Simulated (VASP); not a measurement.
Write the native input for VASP 6.6.1 that does the following.

| Property | Result |
| --- | --- |
| Task | relaxation of cell and atoms |
| Functional | PBE |
| Potentials or basis | VASP PAW PBE potentials, release 64 (Ge_d) |
| Cutoff | 600 eV |
| k mesh | 4 × 4 × 4 |
| Occupations | gaussian, width 0.1 eV |
| Spin | no spin polarisation |
| Dipole correction | no |
| Further INCAR settings | ALGO = Normal; EDIFF = 1e-07; IBRION = 2; EDIFFG = -0.04; NSW = 90; ISIF = 3 |

The structure of Ge lies in POSCAR:

```
Ge
1.0
    4.1231615800     -3.0125194900      0.0000000000
    4.1231615800      3.0125194900      0.0000000000
    0.0000000000      0.0000000000      3.8222471700
Ge
4
Direct
    0.4270780200      0.1168776000      0.2500000000
    0.5729219800      0.8831224000      0.7500000000
    0.8831224000      0.5729219800      0.2500000000
    0.1168776000      0.4270780200      0.7500000000
```

One way to write it, as run:

INCAR

```
PREC = Accurate
ENCUT = 600
EDIFF = 1E-7
ISMEAR = 0
SIGMA = 0.1
LREAL = False
LASPH = True
NELM = 60
ALGO = Normal
ISIF = 3
LWAVE = False
LCHARG = False
GGA = PE
IBRION = 2
NSW = 90
EDIFFG = -0.04
```

KPOINTS

```
regular mesh
0
Gamma
  4 4 4
```

Potentials or basis: VASP PAW PBE potentials, release 64 (Ge_d).

Launch:

```sh
$ cat potpaw_PBE.64/Ge_d/POTCAR > POTCAR
$ mpirun -np 1 vasp_std > vasp.out
```

Results of the run:

```json
{
 "Relaxed volume": "19.46 Å³/atom",
 "Relaxed cell": "a = 4.079 Å, b = 4.079 Å, c = 4.694 Å, α = 90.00°, β = 90.00°, γ = 94.65°",
 "Space group after relaxing (to 0.05 Å)": "Cmcm (No. 63)",
 "Energy gained by relaxing": "768.5 meV/atom",
 "Ionic steps": "34",
 "Pressure after relaxing": "-0.2 GPa",
 "Largest force after relaxing": "0.035 eV/Å",
 "Band gap on the k mesh": "zero (band 28 reaches 7.51 eV, above the bottom of band 29 at 5.20 eV)"
}
```

Caveat: the k points lie up to 0.39 Å⁻¹ apart in the final cell; the volume moved by over 15 % at a fixed basis, so the end points are rough.

Run time: 14 min on 1 thread of Intel(R) Xeon(R) 6975P-C (Granite Rapids) (shared host), peak memory 0.26 GiB.
